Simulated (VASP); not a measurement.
# Nb (P6_3/mmc) in VASP: further runs

Runs on Nb. Level: PBEsol. Tasks: single point.

Program: VASP 6.6.1. These are calculated values, not measurements. Logs are shortened: lines on timing, memory, paths and dates and some standing lists are left out, and cuts for length are marked.

## (1) The cell of the first run

The structure is hexagonal, space group P6_3/mmc (No. 194). Conventional cell: a = 2.260 Å, b = 2.260 Å, c = 3.668 Å, α = 90.00°, β = 90.00°, γ = 120.00°. Nb (site symmetry -6m2) has 12 Nb at 2.25 to 2.26 Å within 3.0 Å.

This isn't the form of Nb at room conditions, which is bcc.

## (2) Single point, PBEsol

INCAR reads:

```
ALGO = Normal ; EDIFF = 1E-6
ENCUT = 520 ; GGA = PS
ISIF = 2 ; ISMEAR = -1
LASPH = T ; LCHARG = T
LELF = T ; LREAL = F
LVHAR = T ; LWAVE = F
NBANDS = 20 ; NELM = 60
PREC = Accurate ; SIGMA = 0.05
```

KPOINTS reads:

```
k-points
0
Gamma
  17 17 9
```

POSCAR reads:

```
Nb
1.0
    2.2598005767      0.0000000000      0.0000000000
   -1.1299002884      1.9570447069      0.0000000000
    0.0000000000      0.0000000000      3.6682653688
Nb
2
Direct
    0.3333333333      0.6666666667      0.2500000000
    0.6666666667      0.3333333333      0.7500000000
```

Potentials or basis: VASP PAW PBE potentials, release 64 (Nb_sv).

Run with:

```sh
> cat potpaw_PBE.64/Nb_sv/POTCAR > POTCAR
> mpirun -np 1 vasp_std > vasp.out
```

OUTCAR:

```text
EDIFF = 1E-6
   ENCUT = 520
   GGA = PS
   ISIF = 2
   ISMEAR = -1
   LASPH = T
   LREAL = F
   NELM = 60
   PREC = Accurate

 ion  position               nearest neighbor table
   1  0.333  0.667  0.250-   2 2.25   2 2.25   2 2.25   2 2.25   2 2.25   2 2.25
   2  0.667  0.333  0.750-   1 2.25   1 2.25   1 2.25   1 2.25   1 2.25   1 2.25

  LATTYP: Found a hexagonal cell.
 ALAT       =     2.2598005767
 C/A-ratio  =     1.6232695073

  Lattice vectors:

 A1 = (   2.2598005767,   0.0000000000,   0.0000000000)
 A2 = (  -1.1299002884,   1.9570447069,   0.0000000000)
 A3 = (   0.0000000000,   0.0000000000,   3.6682653688)

Analysis of symmetry for initial positions (statically):
=====================================================================
 Subroutine PRICEL returns:
 Original cell was already a primitive cell.

 Routine SETGRP: Setting up the symmetry group for a
 hexagonal supercell.

 Subroutine GETGRP returns: Found 24 space group operations
 (whereof 12 operations were pure point group operations)
 out of a pool of 24 trial point group operations.

The static configuration has the point symmetry D_3d.
 The point group associated with its full space group is D_6h.

Analysis of symmetry for dynamics (positions and initial velocities):
=====================================================================
 Subroutine PRICEL returns:
 Original cell was already a primitive cell.

 Routine SETGRP: Setting up the symmetry group for a
 hexagonal supercell.

 Subroutine GETGRP returns: Found 24 space group operations
 (whereof 12 operations were pure point group operations)
 out of a pool of 24 trial point group operations.

The dynamic configuration has the point symmetry D_3d.
 The point group associated with its full space group is D_6h.

 Subroutine INISYM returns: Found 24 space group operations
 (whereof 12 operations are pure point group operations),
 and found     1 'primitive' translations

----------------------------------------------------------------------------------------

                                     Primitive cell

  volume of cell :      16.2230

  direct lattice vectors                    reciprocal lattice vectors
     2.259800577  0.000000000  0.000000000     0.442516924  0.255487265  0.000000000
    -1.129900288  1.957044707  0.000000000     0.000000000  0.510974530  0.000000000
[... 74 lines left out ...]
   NGXF,Y,Z  is equivalent  to a cutoff of  26.48, 26.48, 25.38 a.u.
 SYSTEM =  unknown system
   PREC   = accura    normal or accurate (medium, high low for compatibility)
   ISTART =      0    job   : 0-new  1-cont  2-samecut
   ICHARG =      2    charge: 1-file 2-atom 10-const
   ISPIN  =      1    spin polarized calculation?
   LNONCOLLINEAR =      F non collinear calculations
   LSORBIT =      F    spin-orbit coupling
   LASPH  =      T    aspherical Exc in radial PAW
   ENCUT  =  520.0 eV  38.22 Ry    6.18 a.u.   4.20  4.20  6.82*2*pi/ulx,y,z
   NELM   =     60;   NELMIN=  2; NELMDL= -5     # of ELM steps
   EDIFF  = 0.1E-05   stopping-criterion for ELM
   LREAL  =      F    real-space projection
[... 7 lines left out ...]
   TEBEG  =    0.0;   TEEND  =   0.0 temperature during run
   PSTRESS=    0.0 pullay stress
   NELECT =      26.0000    total number of electrons
   NUPDOWN=      -1.0000    fix difference up-down
   EMIN   =  10.00;   EMAX   =-10.00  energy-range for DOS
   EFERMI =   0.00;   METHOD = LEGACY
   ISMEAR =    -1;   SIGMA  =   0.05  broadening in eV -4-tet -1-fermi 0-gaus
   EFERMI_NEDOS =   21; number of points for ismear=-14 and -15
   IALGO  =     38    algorithm
   IMIX   =      4    mixing-type and parameters
     AMIX     =   0.40;   BMIX     =  1.00
     AMIX_MAG =   1.60;   BMIX_MAG =  1.00
  volume/ion in A,a.u.               =       8.11        54.74
  Fermi-wavevector in a.u.,A,eV,Ry     =   1.915823  3.620381 49.938528  3.670378
  Thomas-Fermi vector in A             =   2.951424
   LORBIT       =      0    0 simple, 1 ext, 2 COOP (PROOUT), +10 PAW based schemes
   GGA     = PS    functional components
   LHFCALC =     F    Hartree Fock is set to
   AEXX    =    0.0000 exact exchange contribution
   IVDW    =     0    specifies the selected vdW correction
   LEPSILON=     F    determine dielectric tensor
   LRPA    =     F    only Hartree local field effects (RPA)
 non-spin polarized calculation
  energy-cutoff  :      520.00
  volume of cell :       16.22
 maximum number of plane-waves:       458
 NGX is ok and might be reduce to    18
   NGX =  9   NGY =  9   NGZ = 13

 number of electron      25.9999999 magnetization

 Free energy of the ion-electron system (eV)
  ---------------------------------------------------
  ext. energy  EPLUGINS =         0.00000000
  ---------------------------------------------------
  free energy    TOTEN  =        -2.18611377 eV

  energy without entropy =       -2.17712721  energy(sigma->0) =       -2.18162049

 E-fermi :  27.6353     XC(G=0): -17.3706

 val. band max:       27.6264990578   @ k =   0.1765  -0.0000   0.4444
 cond. band min:      27.6429358302   @ k =   0.2941   0.2353   0.4444
 fundamental gap:      0.0164367724
 Fermi energy:        27.6353354182

 k-point     1 :       0.0000    0.0000    0.0000
  band No.  band energies     occupation
      1     -30.9105      2.00000
      2     -27.3864      2.00000
      3     -10.2463      2.00000
      4      -0.9483      2.00000
      5      -0.9483      2.00000
      6       0.4168      2.00000
[... 541 lines left out ...]
     19      37.8182      0.00000
     20      45.8055      0.00000

 [... further k-points ...]

------------------------ aborting loop because EDIFF is reached ----------------------------------------

  FORCE on cell =-STRESS in cart. coord.  units (eV):
  Direction    XX          YY          ZZ          XY          YZ          ZX
  --------------------------------------------------------------------------------------
  -------------------------------------------------------------------------------------
  Total       58.4560218     58.4560218     58.5903578     -0.0000000      0.0000000      0.0000000
  in kB     5773.0887053   5773.0887052   5786.3556715     -0.0000001      0.0000000      0.0000000
  external PRESSURE =    5777.5110273 kB  Pullay stress =       0.0000000 kB

 VOLUME and BASIS-vectors are now :
 -----------------------------------------------------------------------------
  energy-cutoff  :      520.00
  volume of cell :       16.22
      direct lattice vectors                 reciprocal lattice vectors
     2.259800577  0.000000000  0.000000000     0.442516924  0.255487265  0.000000000
    -1.129900288  1.957044707  0.000000000     0.000000000  0.510974530  0.000000000
     0.000000000  0.000000000  3.668265369     0.000000000  0.000000000  0.272608413

 POSITION                                       TOTAL-FORCE (eV/Angst)
 -----------------------------------------------------------------------------------
     -0.00000      1.30470      0.91707         0.000000      0.000000      0.000000
      1.12990      0.65235      2.75120        -0.000000     -0.000000      0.000000
 -----------------------------------------------------------------------------------
    total drift:                               -0.000000      0.000000     -0.000000

  FREE ENERGIE OF THE ION-ELECTRON SYSTEM (eV)
  ---------------------------------------------------
  free  energy   TOTEN  =        -2.1861137736 eV

  energy  without entropy=       -2.1771272124  energy(sigma->0) =       -2.18162049
```

stdout:

```text
POSCAR found type information on POSCAR Nb
 POSCAR found :  1 types and       2 ions
 scaLAPACK will be used
 -----------------------------------------------------------------------------
|                                                                             |
|                                                                             |
|     You enforced a specific xc type in the INCAR file but a different       |
|     I HOPE YOU KNOW WHAT YOU ARE DOING!                                     |
|                                                                             |
 -----------------------------------------------------------------------------

 LDA part: xc-table for (Slater+PW92), standard interpolation
 POSCAR, INCAR and KPOINTS ok, starting setup
 FFT: planning ... GRIDC
 FFT: planning ... GRID_SOFT
 FFT: planning ... GRID
 WAVECAR not read
 entering main loop
```

It took 54 s on 1 thread of Intel Xeon 8259CL, shared host; peak memory 0.16 GiB.

Results:

```yaml
Free_energy: -2.1861 eV
Pressure: 577.8 GPa
Band_gap_on_the_k_mesh: zero (bands 13 and 14 overlap by 3.81 eV)
```

Stress tensor (GPa, compression positive):
```
577.31   0.00   0.00
  0.00 577.31   0.00
  0.00   0.00 578.64
```

Levels at points of the mesh, in eV from the Fermi level:
```tsv
k point	band 9	band 10	band 11	band 12	band 13	band 14	band 15	band 16	band 17	band 18
(0.00, 0.00, 0.00)	-8.19	-3.61	-2.30	-2.30	-2.30	-0.15	-0.15	1.80	1.80	7.94
```

Caveat: the cell stands under pressure; the PAW data sets were made with another functional, which shifts forces and pressure a little.

## (3) Single point, PBEsol (8.11 Å³/atom)

INCAR reads:

```
SYSTEM = Nb
  PREC = Accurate
  ENCUT = 520
  EDIFF = 1E-6
  ISMEAR = -1
  SIGMA = 0.05
  LREAL = .FALSE.
  LASPH = .TRUE.
  NELM = 60
  ALGO = Normal
  ISIF = 2
  LWAVE = .FALSE.
  LCHARG = .TRUE.
  GGA = PS
  LELF = .TRUE.
  LVHAR = .TRUE.
  NBANDS = 20
```

KPOINTS reads:

```
regular mesh
0
G
  17 17 9
  0 0 0
```

POSCAR reads:

```
Nb
1.0
    2.2598005767      0.0000000000      0.0000000000
   -1.1299002884      1.9570447070      0.0000000000
    0.0000000000      0.0000000000      3.6682653688
Nb
2
Direct
    0.3333333333      0.6666666667      0.2500000000
    0.6666666667      0.3333333333      0.7500000000
```

Potentials or basis: VASP PAW PBE potentials, release 64 (Nb_sv).

Run with:

```sh
> cat potpaw_PBE.64/Nb_sv/POTCAR > POTCAR
> mpirun -np 1 vasp_std > vasp.out
```

It took 65 s on 1 thread of Intel Xeon 8259CL, shared host; peak memory 0.16 GiB.

It converged, with:

```
Free energy            : -2.1861 eV
Pressure               : 577.8 GPa
Band gap on the k mesh : zero (bands 13 and 14 overlap by 3.81 eV)
```

Stress tensor (GPa, compression positive):
```
577.31   0.00   0.00
  0.00 577.31   0.00
  0.00   0.00 578.64
```

Levels at points of the mesh, in eV from the Fermi level:
| k point | band 9 | band 10 | band 11 | band 12 | band 13 | band 14 | band 15 | band 16 | band 17 | band 18 |
| --- | --- | --- | --- | --- | --- | --- | --- | --- | --- | --- |
| (0.00, 0.00, 0.00) | -8.19 | -3.61 | -2.30 | -2.30 | -2.30 | -0.15 | -0.15 | 1.80 | 1.80 | 7.94 |

Caveat: the cell stands under pressure; the PAW data sets were made with another functional, which shifts forces and pressure a little.

## (4) Single point, PBEsol (8.11 Å³/atom)

INCAR reads:

```
PREC     = Accurate       # precision mode
ENCUT    = 520            # plane-wave cutoff, eV
EDIFF    = 1E-6           # SCF threshold, eV
ISMEAR   = -1             # smearing method
SIGMA    = 0.05           # smearing width, eV
LREAL    = F              # projectors in reciprocal space
LASPH    = T              # aspherical terms in the spheres
NELM     = 60             # most SCF steps
ALGO     = Normal         # electronic algorithm
ISIF     = 2              # what is computed and relaxed
LWAVE    = F              # write WAVECAR
LCHARG   = F              # write CHGCAR
GGA      = PS             # functional
NBANDS   = 20             # bands
```

KPOINTS reads:

```
Automatic mesh
0
Gamma
  17 17 9
```

POSCAR is that of step 3.

Run with:

```sh
> cat potpaw_PBE.64/Nb_sv/POTCAR > POTCAR
> mpirun -np 1 vasp_std > vasp.out
```

Run time: 85 s. Hardware: 1 thread of Intel Xeon 8259CL, shared host; peak memory 0.16 GiB.

It converged, with:

```yaml
Free_energy: -2.1861 eV
Pressure: 577.8 GPa
Band_gap_on_the_k_mesh: zero (bands 13 and 14 overlap by 3.81 eV)
```

Stress tensor (GPa, compression positive):
```
577.31   0.00   0.00
  0.00 577.31   0.00
  0.00   0.00 578.64
```

Levels at points of the mesh, in eV from the Fermi level:
```
           k point  band 9  band 10  band 11  band 12  band 13  band 14  band 15  band 16  band 17  band 18
(0.00, 0.00, 0.00)   -8.19    -3.61    -2.30    -2.30    -2.30    -0.15    -0.15     1.80     1.80     7.94
```

Caveat: the cell stands under pressure; the PAW data sets were made with another functional, which shifts forces and pressure a little.

## (5) Single point, PBEsol

This run uses another cell than the first one, of 9.37 Å³/atom.

INCAR reads:

```
  ALGO = Normal
  EDIFF = 1E-6
  ENCUT = 520
  GGA = PS
  ISIF = 2
  ISMEAR = -1
  LASPH = T
  LCHARG = F
  LREAL = F
  LWAVE = F
  NBANDS = 20
  NELM = 60
  PREC = Accurate
  SIGMA = 0.05
```

KPOINTS reads:

```
k-points
0
Gamma
  17 17 9
```

POSCAR reads:

```
Nb
1.0
    2.3275536482      0.0000000000      0.0000000000
   -1.1637768241      2.0157205880      0.0000000000
    0.0000000000      0.0000000000      3.9956956984
Nb
2
Direct
    0.3333333333      0.6666666667      0.2500000000
    0.6666666667      0.3333333333      0.7500000000
```

Run with:

```sh
> cat potpaw_PBE.64/Nb_sv/POTCAR > POTCAR
> mpirun -np 1 vasp_std > vasp.out
```

Run time: 84 s. Hardware: 1 thread of Intel Xeon 8259CL, shared host; peak memory 0.17 GiB.

Results (log left out):

```
Free energy            : -9.4708 eV
Pressure               : 364.8 GPa
Band gap on the k mesh : zero (bands 13 and 14 overlap by 3.30 eV)
```

Levels at points of the mesh, in eV from the Fermi level:
| k point | band 11 | band 12 | band 13 | band 14 | band 15 | band 16 |
| --- | --- | --- | --- | --- | --- | --- |
| (0.00, 0.00, 0.00) | -2.58 | -1.29 | -1.29 | 0.18 | 0.18 | 2.94 |

Caveat: the cell stands under pressure; the PAW data sets were made with another functional, which shifts forces and pressure a little.
